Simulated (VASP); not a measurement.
Runs of VASP 6.6.1 on W. The structure is that of space group P6_3/mmc (No. 194), or close to it. The cells are those of the table. This isn't the form of W at room conditions, which is bcc.

| cell | k mesh | gap on the mesh (eV) | pressure (GPa) |
| --- | --- | --- | --- |
| a = 2.794, b = 2.794, c = 9.854 Å, angles 90.0, 90.0, 120.0°, 4 atoms | 15 × 15 × 4 | none | 0.4 |
| a = 2.717, b = 2.717, c = 9.584 Å, angles 90.0, 90.0, 120.0°, 4 atoms | 15 × 15 × 4 | none | 28.0 |
| a = 2.677, b = 2.677, c = 9.443 Å, angles 90.0, 90.0, 120.0°, 4 atoms | 15 × 15 × 4 | none | (a) |
| a = 2.831, b = 2.831, c = 9.983 Å, angles 90.0, 90.0, 120.0°, 4 atoms | 15 × 15 × 4 | none | (b) |
| a = 2.794, b = 2.794, c = 9.854 Å, angles 90.0, 90.0, 120.0°, 4 atoms | 17 × 17 × 5 | none | 0.4 |
| a = 2.794, b = 2.794, c = 9.854 Å, angles 90.0, 90.0, 120.0°, 4 atoms | 13 × 13 × 4 | none | 0.4 |
| a = 2.756, b = 2.756, c = 9.721 Å, angles 90.0, 90.0, 120.0°, 4 atoms | 15 × 15 × 4 | none | 12.8 |
| a = 2.866, b = 2.866, c = 10.110 Å, angles 90.0, 90.0, 120.0°, 4 atoms | 15 × 15 × 4 | none | -17.8 |
| a = 2.901, b = 2.901, c = 10.233 Å, angles 90.0, 90.0, 120.0°, 4 atoms | 15 × 15 × 4 | none | -24.5 |

Alike in all rows: task single point; level revPBE; potentials or basis VASP PAW PBE potentials, release 64 (W_sv); no spin polarisation; cutoff (eV) 520; smearing fermi-dirac 0.1 eV.

Task: Estimate the missing entries.

Result: (a) 46.6; (b) -9.7.

Caveats: the PAW data sets were made with another functional, which shifts forces and pressure a little; spin-orbit coupling is left out, which moves the levels of the heavy elements; the cell stands under tension (at least some runs); the stress differs along the axes, from 24 to 30 GPa (at least some runs); the stress differs along the axes, from 40 to 50 GPa (at least some runs); the cell stands under pressure (at least some runs).

A k mesh can miss the band edges, and the runs leave out spin-orbit coupling on W.

A gap of «none» marks levels without a gap at the run's occupations.
